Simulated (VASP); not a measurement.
Runs of VASP 6.6.1 on SnCl. The structure is that of space group P6_3mc (No. 186), or close to it. The cells are those of the table. 

```tsv
task	level	cell	k mesh	cutoff (eV)	smearing	gap on the mesh (eV)	pressure (GPa)	largest force (eV/Å)
single point	PBE+D4	a = 3.414, b = 3.414, c = 10.035 Å, angles 90.0, 90.0, 120.0°, 4 atoms	9 × 9 × 3	520	fermi-dirac 0.05 eV	none	-0.1	0.01
single point	PBE	a = 3.498, b = 3.498, c = 10.062 Å, angles 90.0, 90.0, 120.0°, 4 atoms	10 × 10 × 3	520	methfessel-paxton 0.05 eV	none	-0.2	0.09
single point	PBE+D3(BJ)	a = 3.414, b = 3.414, c = 10.033 Å, angles 90.0, 90.0, 120.0°, 4 atoms	9 × 9 × 3	520	fermi-dirac 0.05 eV	none	-0.1	-
single point	PBE	a = 3.498, b = 3.498, c = 10.062 Å, angles 90.0, 90.0, 120.0°, 4 atoms	9 × 9 × 3	520	fermi-dirac 0.05 eV	none	(b)	0.10
single point	PBE	a = 3.498, b = 3.498, c = 10.062 Å, angles 90.0, 90.0, 120.0°, 4 atoms	7 × 7 × 3	520	gaussian 0.1 eV	none	-0.2	0.08
relaxation of cell and atoms	PBE+D4	relaxed from a = 3.498, b = 3.498, c = 10.062 Å, angles 90.0, 90.0, 120.0°, 4 atoms	9 × 9 × 3	600	fermi-dirac 0.05 eV	none	0.0	-
single point	PBE+D3(BJ)	a = 3.421, b = 3.421, c = 10.047 Å, angles 90.0, 90.0, 120.0°, 4 atoms	9 × 9 × 3	520	fermi-dirac 0.05 eV	none	-0.2	0.01
single point	PBE+D3(BJ)	a = 3.498, b = 3.498, c = 10.062 Å, angles 90.0, 90.0, 120.0°, 4 atoms	9 × 9 × 3	520	fermi-dirac 0.05 eV	none	(a)	0.12
```

Alike in all rows: potentials or basis VASP PAW PBE potentials, release 64 (Sn_d, Cl); no spin polarisation.

Fill in the values left out.

(a) -2.0; (b) -0.3.

Caveats: spin-orbit coupling is left out, which moves the levels of the heavy elements; pairwise dispersion overbinds metals, which lowers pressure and volume (some runs); three body term missing (some runs).

A k mesh can miss the band edges, and the runs leave out spin-orbit coupling on Sn.

A gap of «none» marks levels without a gap at the run's occupations.
